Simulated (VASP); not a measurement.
# NaF in VASP: settings compared, part 2 of 2

VASP 6.6.1.

### 3 Single point, r2SCAN (shear xy strain -2.2%)

POSCAR

```
NaF
1.0
   -0.0254985658      2.2971680881      2.2971680881
    2.2971680881     -0.0254985658      2.2971680881
    2.2716695223      2.2716695223      0.0000000000
Na F
1 1
Direct
    0.0000000000      0.0000000000      0.0000000000
    0.5000000000      0.5000000000      0.5000000000
```

INCAR.step1

```
SYSTEM = NaF
PREC     = Accurate       ! precision mode
ENCUT    = 520            ! plane-wave cutoff, eV
ISMEAR   = 0              ! smearing method
SIGMA    = 0.01           ! smearing width, eV
LREAL    = .FALSE.        ! projectors in reciprocal space
LASPH    = .TRUE.         ! aspherical terms in the spheres
NELM     = 100            ! most SCF steps
NBANDS   = 14             ! bands
GGA      = PE             ! functional
ALGO     = Normal         ! electronic algorithm
EDIFF    = 1E-4           ! SCF threshold, eV
LWAVE    = .TRUE.         ! write WAVECAR
LCHARG   = .FALSE.        ! write CHGCAR
```

INCAR.step2

```
SYSTEM = NaF
PREC     = Accurate       ! precision mode
ENCUT    = 520            ! plane-wave cutoff, eV
EDIFF    = 1E-6           ! SCF threshold, eV
ISMEAR   = 0              ! smearing method
SIGMA    = 0.01           ! smearing width, eV
LREAL    = .FALSE.        ! projectors in reciprocal space
LASPH    = .TRUE.         ! aspherical terms in the spheres
NELM     = 100            ! most SCF steps
ALGO     = Normal         ! electronic algorithm
ISIF     = 2              ! what is computed and relaxed
LWAVE    = .FALSE.        ! write WAVECAR
LCHARG   = .FALSE.        ! write CHGCAR
METAGGA  = R2SCAN         ! meta-GGA
LMIXTAU  = .TRUE.       
NBANDS   = 14             ! bands
ISTART   = 1
```

KPOINTS

```
regular mesh
0
G
  10 10 10
  0 0 0
```

Potentials or basis: VASP PAW PBE potentials, release 64 (Na_pv, F).

Launch:

```sh
$ cat potpaw_PBE.64/Na_pv/POTCAR potpaw_PBE.64/F/POTCAR > POTCAR
$ cp INCAR.step1 INCAR
$ mpirun -np 1 vasp_std > vasp.out
$ cp INCAR.step2 INCAR
$ mpirun -np 1 vasp_std > vasp.out
```

OUTCAR:

```text
SYSTEM = NaF
   PREC = Accurate
   ENCUT = 520
   EDIFF = 1E-6
   ISMEAR = 0
   LREAL = .FALSE.
   LASPH = .TRUE.
   NELM = 100
   ISIF = 2
   METAGGA = R2SCAN
   ISTART = 1

 ion  position               nearest neighbor table
   1  0.000  0.000  0.000-   2 2.30   2 2.30   2 2.30   2 2.30   2 2.30   2 2.30
   2  0.500  0.500  0.500-   1 2.30   1 2.30   1 2.30   1 2.30   1 2.30   1 2.30

  LATTYP: Found a body centered orthorhombic cell.
 ALAT       =     3.2126258477
 B/A-ratio  =     1.0224491860
 C/A-ratio  =     1.4300875340

  Lattice vectors:

 A1 = (   0.0254985658,  -2.2971680881,  -2.2971680881)
 A2 = (  -0.0254985658,   2.2971680881,  -2.2971680881)
 A3 = (   2.2971680881,  -0.0254985658,   2.2971680881)

Analysis of symmetry for initial positions (statically):
=====================================================================
 Subroutine PRICEL returns:
 Original cell was already a primitive cell.

 Routine SETGRP: Setting up the symmetry group for a
 body centered orthorhombic supercell.

 Subroutine GETGRP returns: Found  8 space group operations
 (whereof  8 operations were pure point group operations)
 out of a pool of  8 trial point group operations.

The static configuration has the point symmetry D_2h.

Analysis of symmetry for dynamics (positions and initial velocities):
=====================================================================
 Subroutine PRICEL returns:
 Original cell was already a primitive cell.

 Routine SETGRP: Setting up the symmetry group for a
 body centered orthorhombic supercell.

 Subroutine GETGRP returns: Found  8 space group operations
 (whereof  8 operations were pure point group operations)
 out of a pool of  8 trial point group operations.

The dynamic configuration has the point symmetry D_2h.

 Subroutine INISYM returns: Found  8 space group operations
 (whereof  8 operations are pure point group operations),
 and found     1 'primitive' translations

----------------------------------------------------------------------------------------
[... 118 lines left out ...]
   METAGGA = R2SCAN    functional components
   LHFCALC =     F    Hartree Fock is set to
   AEXX    =    0.0000 exact exchange contribution
   IVDW    =     0    specifies the selected vdW correction
   LEPSILON=     F    determine dielectric tensor
   LRPA    =     F    only Hartree local field effects (RPA)
 non-spin polarized calculation
 Gauss-broadening in eV      SIGMA  =   0.01
  energy-cutoff  :      520.00
  volume of cell :       24.24
 maximum number of plane-waves:       665
   NGX = 13   NGY = 13   NGZ = 11

 number of electron      13.9999994 magnetization

 Free energy of the ion-electron system (eV)
  ---------------------------------------------------
  ext. energy  EPLUGINS =         0.00000000
  ---------------------------------------------------
  free energy    TOTEN  =       -12.60196190 eV

  energy without entropy =      -12.60196190  energy(sigma->0) =      -12.60196190

 E-fermi :  -2.5077     XC(G=0):  -9.9118

 val. band max:       -2.5814773845   @ k =   0.0000   0.0000   0.0000
 cond. band min:       4.7068935664   @ k =   0.0000   0.0000   0.0000
 fundamental gap:      7.2883709509
 Fermi energy:        -2.5076798174

 k-point     1 :       0.0000    0.0000    0.0000
  band No.  band energies     occupation
      1     -22.9523      2.00000
      2     -22.0389      2.00000
      3     -22.0376      2.00000
      4     -22.0357      2.00000
      5      -2.6425      2.00000
      6      -2.6134      2.00000
      7      -2.5815      2.00000
      8       4.7069      0.00000
      9      17.0813      0.00000
     10      17.3612      0.00000
     11      17.6441      0.00000
     12      20.0668      0.00000
     13      22.7104      0.00000
     14      22.7180      0.00000
[... 377 lines left out ...]
      1     -22.9905      2.00000
      2     -22.0868      2.00000
      3     -22.0785      2.00000
      4     -21.8769      2.00000
      5      -3.8110      2.00000
      6      -3.0425      2.00000
      7      -2.9051      2.00000
      8       9.0973      0.00000
      9      11.9900      0.00000
     10      15.6512      0.00000
     11      18.2600      0.00000
     12      18.8994      0.00000
     13      24.4924      0.00000
     14      25.4976      0.00000

 [... further k-points ...]
[... 5 lines left out ...]
  --------------------------------------------------------------------------------------
  -------------------------------------------------------------------------------------
  Total       -0.1041157     -0.1041157     -0.1192341      0.0933247      0.0000000      0.0000000
  in kB       -6.8813212     -6.8813212     -7.8805472      6.1681165      0.0000000      0.0000000
  external PRESSURE =      -7.2143965 kB  Pullay stress =       0.0000000 kB

 VOLUME and BASIS-vectors are now :
 -----------------------------------------------------------------------------
  energy-cutoff  :      520.00
  volume of cell :       24.24
      direct lattice vectors                 reciprocal lattice vectors
    -0.025498566  2.297168088  2.297168088    -0.215269806  0.215269806  0.217659301
     2.297168088 -0.025498566  2.297168088     0.215269806 -0.215269806  0.217659301
     2.271669522  2.271669522  0.000000000     0.220102438  0.220102438 -0.217659301

 POSITION                                       TOTAL-FORCE (eV/Angst)
 -----------------------------------------------------------------------------------
      0.00000      0.00000      0.00000        -0.000000     -0.000000      0.000000
      2.27167      2.27167      2.29717         0.000000      0.000000      0.000000
 -----------------------------------------------------------------------------------
    total drift:                                0.000000     -0.000000      0.000000

  FREE ENERGIE OF THE ION-ELECTRON SYSTEM (eV)
  ---------------------------------------------------
  free  energy   TOTEN  =       -12.6019619002 eV

  energy  without entropy=      -12.6019619002  energy(sigma->0) =      -12.60196190
```

Wall time 88 s (1 thread of Intel Xeon Platinum 8259CL at 2.50GHz (Skylake/Cascade Lake), shared host); peak memory 0.17 GiB.

Results:

```
Free energy            : -12.6020 eV
Pressure               : -0.7 GPa
Band gap on the k mesh : 7.29 eV
```

Caveat: the cell differs from its parent crystal (shear xy strain -2.2%); the PAW data sets were made with another functional, which shifts forces and pressure a little. A k mesh can miss the band edges.

### 4 Single point, HSE06 (strain -1.6%)

POSCAR

```
NaF
1.0
    0.0000000000      2.2601836819      2.2601836819
    2.2601836819      0.0000000000      2.2601836819
    2.2601836819      2.2601836819      0.0000000000
Na F
1 1
Direct
    0.0000000000      0.0000000000      0.0000000000
    0.5000000000      0.5000000000      0.5000000000
```

INCAR.step1

```
ALGO = Normal
EDIFF = 1E-5
ENCUT = 520
GGA = PE
ISIF = 2
ISMEAR = 0
LASPH = T
LCHARG = F
LREAL = F
LWAVE = T
NBANDS = 14
NELM = 60
PREC = Accurate
SIGMA = 0.01
```

INCAR.step2

```
ALGO = Normal
EDIFF = 1E-6
ENCUT = 520
GGA = PE
HFSCREEN = 0.2079
ISIF = 2
ISMEAR = 0
ISTART = 1
LASPH = T
LCHARG = F
LHFCALC = T
LREAL = F
LWAVE = F
NBANDS = 14
NELM = 60
PREC = Accurate
PRECFOCK = Normal
SIGMA = 0.01
```

KPOINTS

```
k-points
0
Gamma
  6 6 6
```

Launch:

```sh
$ cat potpaw_PBE.64/Na_pv/POTCAR potpaw_PBE.64/F/POTCAR > POTCAR
$ cp INCAR.step1 INCAR
$ mpirun -np 1 vasp_std > vasp.out
$ cp INCAR.step2 INCAR
$ mpirun -np 1 vasp_std > vasp.out
```

Run time: 10 min. Hardware: 1 thread of Intel Xeon Platinum 8259CL at 2.50GHz (Skylake/Cascade Lake), shared host; peak memory 0.24 GiB.

It converged, with:

```yaml
Free_energy: -10.2842 eV
Pressure: 4.8 GPa
Band_gap_on_the_k_mesh: 8.91 eV
```

Levels at points of the mesh, in eV from the valence-band top:
```csv
k point,band 3,band 4,band 5,band 6,band 7,band 8,band 9,band 10,band 11,band 12
"(0.00, 0.00, 0.00)",-20.14,-20.14,0.00,0.00,0.00,8.91,21.94,21.94,21.94,24.71
"(0.50, 0.00, 0.00)",-20.15,-19.41,-1.80,-0.31,-0.31,13.51,15.54,23.42,23.42,26.53
"(0.50, 0.50, 0.00)",-20.20,-20.20,-1.45,-0.47,-0.47,15.78,16.20,16.78,23.43,23.43
```

Caveat: the cell differs from its parent crystal (strain -1.6%); the cell stands under pressure; the PAW data sets were made with another functional, which shifts forces and pressure a little.

### 5 Summary

| level | cell | k mesh | grid for exact exchange (PRECFOCK) | share of exact exchange | screening parameter | gap on the mesh (eV) | pressure (GPa) |
| --- | --- | --- | --- | --- | --- | --- | --- |
| r2SCAN | a = 3.282 Å, angles 59.3°, 2 atoms | 10 × 10 × 10 | - | - | - | 7.22 | -1.5 |
| r2SCAN | a = 3.249, b = 3.249, c = 3.213 Å, angles 60.4, 60.4, 60.7°, 2 atoms | 10 × 10 × 10 | - | - | - | 7.29 | -0.7 |
| HSE06 | a = 3.196 Å, angles 60.0°, 2 atoms | 6 × 6 × 6 | Normal | 0.25 | 0.2079 1/Å | 8.91 | 4.8 |

Alike in all rows: task single point; potentials or basis VASP PAW PBE potentials, release 64 (Na_pv, F); no spin polarisation; cutoff (eV) 520; smearing gaussian 0.01 eV.

Caveats: the PAW data sets were made with another functional, which shifts forces and pressure a little; the cell stands under pressure (at least some runs).

Absolute energies hang on the potentials; compare differences alone.
